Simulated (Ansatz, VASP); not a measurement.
# Two plane-wave programs on Ni

INCAR

```
ALGO = Normal
DIPOL = 0.5 0.5 0.500
EDIFF = 1E-6
ENCUT = 520
GGA = PS
IDIPOL = 3
ISIF = 2
ISMEAR = -1
ISPIN = 2
LASPH = True
LCHARG = False
LDIPOL = True
LMAXMIX = 4
LORBIT = 11
LREAL = False
LWAVE = False
MAGMOM = 1
NBANDS = 15
NELM = 150
PREC = Accurate
SIGMA = 0.08
```

Contents of KPOINTS:

```
k-points
0
Gamma
  10 10 1
```

File POSCAR:

```
Ni
1.0
    4.2423053560      0.0000000000      0.0000000000
    1.4141017853      3.1620277191      0.0000000000
    0.0000000000      0.0000000000     16.0000000000
Ni
1
Direct
    0.0000000000      0.0000000000      0.5000000000
```

Input for Ansatz:

```yaml
crystal:
  lattice:
    - [4.242305356, 0.0, 0.0]
    - [1.4141017853, 3.1620277191, 0.0]
    - [0.0, 0.0, 16.0]
  atoms:
    - { symbol: Ni, position: [0.0, 0.0, 0.5], spin: 1.0 }
magnetization:
  spin_polarized: true
kpoints:
  mp_grid: { grid: [10, 10, 1] }
scf:
  occupations: { method: fermi_dirac, width: 0.08 }
hamiltonian:
  xc: pbesol
  pseudopotentials: { kind: paw }
output:
  forces: true
  stress: true
  eigenvalues: true
  populations: true
efield:
  axis: 3
  amplitude: 0
  dipole_correction: true
```

Alike in both runs: task single point; functional PBEsol; k mesh 10 × 10 × 1; occupations fermi-dirac, width 0.08 eV; collinear spin.

|  | VASP | Ansatz |
| --- | --- | --- |
| version | VASP 6.6.1 | Ansatz 0.2.0 |
| potentials or method | VASP PAW PBE potentials, release 64 (Ni) | PAW with Ansatz's default frozen-core files, scalar-relativistic |
| plane-wave cutoff (eV) | 520 | 420 |
| valence electrons in the cell | 10 | 18 |

|  | VASP | Ansatz | Ansatz less VASP |
| --- | --- | --- | --- |
| net moment per atom (μB) | 1.12 | 1.18 | +0.064 |
| size of the moment on the site where the two differ most (μB) | 1.08 | 1.17 | +0.087 |

VASP's potentials were made for PBE, not for PBEsol. Site moments also hang on the region over which each program counts them. VASP's potentials hold 10 valence electrons a cell and Ansatz's 18, so a difference there can come from the potentials and not from the codes. Ansatz's warnings: stability check not made.
